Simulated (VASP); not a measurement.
# CuI2 (Fm-3m) in VASP: single point with PBEsol+U

Aim: the single point of CuI2 with PBEsol+U.

Program: VASP 6.6.1. These are calculated values, not measurements. Logs are shortened: lines on timing, memory, paths and dates and some standing lists are left out, and cuts for length are marked.

## Step 1: The cell of the first run

Symmetry: Fm-3m, No. 225, cubic system. The conventional cell has a = 7.023 Å, b = 7.023 Å, c = 7.023 Å, α = 90.00°, β = 90.00°, γ = 90.00°. Within 4.0 Å of Cu (site symmetry m-3m) lie 8 I at 3.04 Å. Within 4.0 Å of I (site symmetry -43m) lie 4 Cu at 3.04 Å and 6 I at 3.51 Å.

## Step 2: Single point, PBEsol+U, collinear spin, zero start

Contents of INCAR:

```
SYSTEM = CuI2
ALGO = Normal ; EDIFF = 1E-6
ENCUT = 520 ; GGA = PS
ISIF = 2 ; ISMEAR = 0
ISPIN = 2 ; LASPH = .True.
LCHARG = .False. ; LDAU = .True.
LDAUJ = 0 0 ; LDAUL = 2 -1
LDAUPRINT = 1 ; LDAUTYPE = 2
LDAUU = 1 0 ; LMAXMIX = 4
LORBIT = 11 ; LREAL = .False.
LWAVE = .False. ; MAGMOM = 0 0 0 0 0 0
NBANDS = 38 ; NELM = 150
PREC = Accurate ; SIGMA = 0.05
```

Contents of KPOINTS:

```
k-points
0
Gamma
  5 5 5
  0 0 0
```

Contents of POSCAR:

```
CuI2
1.0
    0.0000000000      3.5112550600      3.5112550600
    7.0225101200      3.5112550600      3.5112550600
    7.0225101200      7.0225101200      0.0000000000
Cu I
2 4
Direct
    0.0000000000      0.0000000000      0.0000000000
    0.0000000000      0.0000000000      0.5000000000
    0.2500000000      0.2500000000      0.0000000000
    0.7500000000      0.7500000000      0.0000000000
    0.2500000000      0.2500000000      0.5000000000
    0.7500000000      0.7500000000      0.5000000000
```

Potentials or basis: VASP PAW PBE potentials, release 64 (Cu, I).

The run is started by

```sh
> cat potpaw_PBE.64/Cu/POTCAR potpaw_PBE.64/I/POTCAR > POTCAR
> mpirun -np 1 vasp_std > vasp.out
```

OUTCAR:

```text
SYSTEM = CuI2
   EDIFF = 1E-6
   ENCUT = 520
   GGA = PS
   ISIF = 2
   ISMEAR = 0
   ISPIN = 2
   LASPH = .True.
   LORBIT = 11
   LREAL = .False.
   NELM = 150
   PREC = Accurate

 ion  position               nearest neighbor table
   1  0.000  0.000  0.000-   4 3.04   6 3.04   3 3.04   4 3.04   6 3.04   5 3.04   5 3.04   3 3.04

   2  0.000  0.000  0.500-   6 3.04   4 3.04   4 3.04   5 3.04   6 3.04   3 3.04   3 3.04   5 3.04

   3  0.250  0.250  0.000-   1 3.04   2 3.04   1 3.04   2 3.04   6 3.51   4 3.51   6 3.51   4 3.51
                             6 3.51   6 3.51
   4  0.750  0.750  0.000-   1 3.04   2 3.04   2 3.04   1 3.04   3 3.51   5 3.51   5 3.51   3 3.51
                             5 3.51   5 3.51
   5  0.250  0.250  0.500-   2 3.04   1 3.04   1 3.04   2 3.04   4 3.51   4 3.51   6 3.51   6 3.51
                             4 3.51   4 3.51
   6  0.750  0.750  0.500-   2 3.04   1 3.04   1 3.04   2 3.04   3 3.51   5 3.51   3 3.51   5 3.51
                             3 3.51   3 3.51

  LATTYP: Found a simple tetragonal cell.
 ALAT       =     4.9656645268
 C/A-ratio  =     1.4142135624

  Lattice vectors:

 A1 = (   0.0000000000,  -3.5112550600,   3.5112550600)
 A2 = (   0.0000000000,  -3.5112550600,  -3.5112550600)
 A3 = (   7.0225101200,   0.0000000000,   0.0000000000)

Analysis of symmetry for initial positions (statically):
=====================================================================
 Subroutine PRICEL returns following result:

  LATTYP: Found a face centered cubic cell.
 ALAT       =     7.0225101200
[... 12 lines left out ...]
 Subroutine GETGRP returns: Found 16 space group operations
 (whereof 16 operations were pure point group operations)
 out of a pool of 16 trial point group operations.

The static configuration has the point symmetry D_4h.

Analysis of symmetry for dynamics (positions and initial velocities):
=====================================================================
 Subroutine PRICEL returns following result:

  LATTYP: Found a face centered cubic cell.
 ALAT       =     7.0225101200
[... 12 lines left out ...]
 Subroutine GETGRP returns: Found 16 space group operations
 (whereof 16 operations were pure point group operations)
 out of a pool of 16 trial point group operations.

The dynamic configuration has the point symmetry D_4h.

Analysis of structural, dynamic, and magnetic symmetry:
=====================================================================
 Subroutine PRICEL returns following result:

  LATTYP: Found a face centered cubic cell.
 ALAT       =     7.0225101200
[... 12 lines left out ...]
 Subroutine GETGRP returns: Found 16 space group operations
 (whereof 16 operations were pure point group operations)
 out of a pool of 16 trial point group operations.

The overall configuration has the point symmetry D_4h.

 Subroutine INISYM returns: Found 16 space group operations
 (whereof 16 operations are pure point group operations),
 and found     2 'primitive' translations

----------------------------------------------------------------------------------------

                                     Primitive cell

  volume of cell :      86.5799

  direct lattice vectors                    reciprocal lattice vectors
    -3.511255060  3.511255060  0.000000000    -0.142399225  0.142399225 -0.142399225
    -3.511255060  0.000000000  3.511255060    -0.142399225 -0.142399225  0.142399225
     0.000000000  3.511255060  3.511255060     0.142399225  0.142399225  0.142399225

  length of vectors
     4.965664527  4.965664527  4.965664527     0.246642693  0.246642693  0.246642693

  position of ions in fractional coordinates (direct lattice)
     0.000000000  0.000000000  0.000000000
     0.750000000  0.750000000  0.750000000
     0.250000000  0.250000000  0.250000000

[... 143 lines left out ...]
  o =  0.9370  v =  0.0000 -0.0000  0.0000  1.0000 -0.0000  0.0000  0.0000  0.0000  0.0000  0.0000      0.0000  0.0000  0.0000  0.0000  0.0000  0.0000  0.0000  0.0000  0.0000  0.0000
  o =  0.9370  v =  1.0000  0.0000  0.0000  0.0000  0.0000  0.0000  0.0000  0.0000  0.0000  0.0000      0.0000  0.0000  0.0000  0.0000  0.0000  0.0000  0.0000  0.0000  0.0000  0.0000
  o =  0.9370  v =  0.0000  0.0000  0.0000  0.0000  0.0000  0.0000 -0.0000  0.0000  1.0000 -0.0000      0.0000  0.0000  0.0000  0.0000  0.0000  0.0000  0.0000  0.0000  0.0000  0.0000
  o =  0.9370  v =  0.0000  0.0000  0.0000  0.0000  0.0000  1.0000  0.0000  0.0000  0.0000  0.0000      0.0000  0.0000  0.0000  0.0000  0.0000  0.0000  0.0000  0.0000  0.0000  0.0000

atom =   2  type =  1  l = 2

 onsite density matrix

spin component  1

  0.9370 -0.0000  0.0000 -0.0000  0.0000
 -0.0000  0.9366  0.0000 -0.0000 -0.0000
  0.0000  0.0000  0.9365  0.0000  0.0000
 -0.0000 -0.0000  0.0000  0.9370 -0.0000
  0.0000 -0.0000  0.0000 -0.0000  0.9365

spin component  2

  0.9370 -0.0000  0.0000 -0.0000  0.0000
 -0.0000  0.9366  0.0000 -0.0000 -0.0000
  0.0000  0.0000  0.9365  0.0000  0.0000
 -0.0000 -0.0000  0.0000  0.9370 -0.0000
  0.0000 -0.0000  0.0000 -0.0000  0.9365

 occupancies and eigenvectors

  o =  0.9365  v =  0.0000  0.0000  0.0000  0.0000  0.0000  0.0000  0.0000 -0.5000 -0.0000  0.8660      0.0000  0.0000  0.0000  0.0000  0.0000  0.0000  0.0000  0.0000  0.0000  0.0000
  o =  0.9365  v =  0.0000 -0.0000 -0.5000  0.0000  0.8660  0.0000  0.0000  0.0000  0.0000  0.0000      0.0000  0.0000  0.0000  0.0000  0.0000  0.0000  0.0000  0.0000  0.0000  0.0000
  o =  0.9365  v =  0.0000  0.0000  0.0000  0.0000  0.0000  0.0000 -0.0000  0.8660 -0.0000  0.5000      0.0000  0.0000  0.0000  0.0000  0.0000  0.0000  0.0000  0.0000  0.0000  0.0000
  o =  0.9365  v =  0.0000  0.0000  0.8660 -0.0000  0.5000  0.0000  0.0000  0.0000  0.0000  0.0000      0.0000  0.0000  0.0000  0.0000  0.0000  0.0000  0.0000  0.0000  0.0000  0.0000
  o =  0.9366  v =  0.0000 -1.0000  0.0000  0.0000 -0.0000  0.0000  0.0000  0.0000  0.0000  0.0000      0.0000  0.0000  0.0000  0.0000  0.0000  0.0000  0.0000  0.0000  0.0000  0.0000
  o =  0.9366  v =  0.0000  0.0000  0.0000  0.0000  0.0000  0.0000 -1.0000 -0.0000 -0.0000 -0.0000      0.0000  0.0000  0.0000  0.0000  0.0000  0.0000  0.0000  0.0000  0.0000  0.0000
  o =  0.9370  v =  1.0000  0.0000  0.0000  0.0000  0.0000  0.0000  0.0000  0.0000  0.0000  0.0000      0.0000  0.0000  0.0000  0.0000  0.0000  0.0000  0.0000  0.0000  0.0000  0.0000
  o =  0.9370  v =  0.0000  0.0000  0.0000  1.0000 -0.0000  0.0000  0.0000  0.0000  0.0000  0.0000      0.0000  0.0000  0.0000  0.0000  0.0000  0.0000  0.0000  0.0000  0.0000  0.0000
  o =  0.9370  v =  0.0000  0.0000  0.0000  0.0000  0.0000  1.0000  0.0000  0.0000  0.0000  0.0000      0.0000  0.0000  0.0000  0.0000  0.0000  0.0000  0.0000  0.0000  0.0000  0.0000
  o =  0.9370  v =  0.0000  0.0000  0.0000  0.0000  0.0000  0.0000 -0.0000 -0.0000  1.0000  0.0000      0.0000  0.0000  0.0000  0.0000  0.0000  0.0000  0.0000  0.0000  0.0000  0.0000

 number of electron      49.9999999 magnetization       0.0000125

 Free energy of the ion-electron system (eV)
  ---------------------------------------------------
  ext. energy  EPLUGINS =         0.00000000
  ---------------------------------------------------
  free energy    TOTEN  =       -12.84447301 eV

  energy without entropy =      -12.83498276  energy(sigma->0) =      -12.83972788

 E-fermi :   4.8429     XC(G=0):  -9.4255

 val. band max:        4.8399309317   @ k =   0.4000   0.4000   0.2000
 cond. band min:       4.8787186844   @ k =   0.2000   0.0000   0.0000
 fundamental gap:      0.0387877527
 Fermi energy:         4.8428568963

 spin component 1

 k-point     1 :       0.0000    0.0000    0.0000
  band No.  band energies     occupation
      1      -9.0404      1.00000
      2      -8.1626      1.00000
      3      -7.3910      1.00000
      4      -6.6059      1.00000
      5      -0.9580      1.00000
      6       0.4224      1.00000
[... 709 lines left out ...]
     36      11.3611      0.00000
     37      12.5502      0.00000
 Fermi energy:         4.8428568963

 spin component 2

 k-point     1 :       0.0000    0.0000    0.0000
  band No.  band energies     occupation
      1      -9.0404      1.00000
      2      -8.1626      1.00000
      3      -7.3910      1.00000
      4      -6.6059      1.00000
      5      -0.9580      1.00000
      6       0.4224      1.00000
[... 709 lines left out ...]
     36      11.3611      0.00000
     37      12.5502      0.00000
 [bands above 37 left out]

------------------------ aborting loop because EDIFF is reached ----------------------------------------

  FORCE on cell =-STRESS in cart. coord.  units (eV):
  Direction    XX          YY          ZZ          XY          YZ          ZX
  --------------------------------------------------------------------------------------
  -------------------------------------------------------------------------------------
  Total       -0.5824754     -0.4103413     -0.4103413     -0.0000000      0.0000000      0.0000000
  in kB       -5.3894074     -3.7967210     -3.7967210     -0.0000000      0.0000000      0.0000000
  external PRESSURE =      -4.3276165 kB  Pullay stress =       0.0000000 kB

 VOLUME and BASIS-vectors are now :
 -----------------------------------------------------------------------------
  energy-cutoff  :      520.00
  volume of cell :      173.16
      direct lattice vectors                 reciprocal lattice vectors
     0.000000000  3.511255060  3.511255060    -0.142399225  0.142399225  0.142399225
     7.022510120  3.511255060  3.511255060     0.142399225 -0.142399225  0.142399225
     7.022510120  7.022510120  0.000000000     0.000000000  0.142399225 -0.142399225

 POSITION                                       TOTAL-FORCE (eV/Angst)
 -----------------------------------------------------------------------------------
      0.00000      0.00000      0.00000        -0.000000     -0.000000      0.000000
      3.51126      3.51126      0.00000        -0.000000     -0.000000      0.000000
      1.75563      1.75563      1.75563        -0.000000      0.000000     -0.000000
      5.26688      5.26688      5.26688         0.000000     -0.000000      0.000000
      5.26688      5.26688      1.75563        -0.000000      0.000000     -0.000000
      8.77814      8.77814      5.26688         0.000000      0.000000      0.000000
 -----------------------------------------------------------------------------------
    total drift:                               -0.000000      0.000000      0.000000

  FREE ENERGIE OF THE ION-ELECTRON SYSTEM (eV)
  ---------------------------------------------------
  free  energy   TOTEN  =       -12.8444730075 eV

  energy  without entropy=      -12.8349827575  energy(sigma->0) =      -12.83972788

 total charge

# of ion       s       p       d       tot
------------------------------------------
    1        0.234   0.155   9.347   9.737
    2        0.234   0.155   9.347   9.737
    3        1.540   2.655   0.031   4.226
    4        1.540   2.655   0.031   4.226
    5        1.540   2.655   0.031   4.226
    6        1.540   2.655   0.031   4.226
--------------------------------------------------
tot          6.630  10.928  18.818  36.377

 magnetization (x)

# of ion       s       p       d       tot
------------------------------------------
    1       -0.000  -0.000   0.000   0.000
    2       -0.000  -0.000   0.000   0.000
    3        0.000   0.000   0.000   0.000
    4        0.000   0.000   0.000   0.000
    5        0.000   0.000   0.000   0.000
    6        0.000   0.000   0.000   0.000
--------------------------------------------------
tot          0.000   0.000   0.000   0.000
```

Run time: 11 min. Hardware: 1 thread of Intel Xeon Platinum 8259CL at 2.50GHz (Skylake/Cascade Lake), shared host; peak memory 0.72 GiB.

What came out:

```yaml
Free_energy: -12.8445 eV
Pressure: -0.4 GPa
Band_gap_on_the_k_mesh: zero (filled and empty bands overlap)
Net_moment: 0.00 μB per cell
Valence_electrons_inside_the_program's_atomic_spheres: Cu 9.74; I 4.23
```

Eigenvalues of the final occupation matrices:
```
    site  spin  trace               eigenvalues
site 1 d     1   4.68  0.94 0.94 0.94 0.94 0.94
site 1 d     2   4.68  0.94 0.94 0.94 0.94 0.94
site 2 d     1   4.68  0.94 0.94 0.94 0.94 0.94
site 2 d     2   4.68  0.94 0.94 0.94 0.94 0.94
```

Caveat: the PAW data sets were made with another functional, which shifts forces and pressure a little; spin-orbit coupling is left out, which moves the levels of the heavy elements.

The gap in the log of VASP goes by the Fermi energy; the results here count the filled bands.